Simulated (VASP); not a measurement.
# MgO: relaxation of cell and atoms with PBE

Crystal: MgO.

```
Mg O
1.0
     0.00000    2.12692    2.12692
     2.12692    0.00000    2.12692
     2.12692    2.12692    0.00000
Mg O
1 1
Direct
  0.00000 0.00000 0.00000
  0.50000 0.50000 0.50000
```

```json
{
  "Program": "VASP 6.6.1",
  "Task": "relaxation of cell and atoms",
  "Functional": "PBE",
  "Potentials or basis": "VASP PAW PBE potentials, release 64 (Mg, O)",
  "Cutoff": "600 eV",
  "k mesh": "10 × 10 × 10",
  "Occupations": "gaussian, width 0.01 eV",
  "Spin": "no spin polarisation",
  "Target pressure": "1 GPa",
  "Dipole correction": "no",
  "Further INCAR settings": "ALGO = Normal; EDIFF = 1e-06; IBRION = 2; EDIFFG = -0.001; NSW = 80; ISIF = 3"
}
```

* Relaxed volume: 9.50 Å³/atom
* Relaxed cell: a = 2.995 Å, b = 2.995 Å, c = 2.995 Å, α = 60.00°, β = 60.00°, γ = 60.00°
* Space group after relaxing (to 0.05 Å): Fm-3m (No. 225)
* Energy change on relaxing (the enthalpy is what falls): -0.0 meV/atom
* Ionic steps: 3
* Pressure after relaxing: 1.0 GPa
* Band gap on the k mesh: 4.57 eV, direct

Final structure:
```
CELL_PARAMETERS angstrom
0.00000 2.11775 2.11775
2.11775 0.00000 2.11775
2.11775 2.11775 0.00000
ATOMIC_POSITIONS crystal
Mg 0.00000 0.00000 0.00000
O 0.50000 0.50000 0.50000
```

Levels at points of the mesh, in eV from the valence-band top:
| k point | band 2 | band 3 | band 4 | band 5 | band 6 | band 7 |
| --- | --- | --- | --- | --- | --- | --- |
| (0.00, 0.00, 0.00) | 0.00 | 0.00 | 0.00 | 4.57 | 15.71 | 15.71 |
| (0.50, 0.00, 0.00) | -4.54 | -0.63 | -0.63 | 7.79 | 12.42 | 16.14 |
| (0.50, 0.50, 0.00) | -4.02 | -1.32 | -1.32 | 9.10 | 9.79 | 12.92 |

It took 15 s on 1 thread of Intel Xeon 8259CL, with other jobs on the host, peak memory 0.14 GiB.

Caveat: the cell is relaxed towards a set pressure, so the enthalpy falls and the energy may rise.
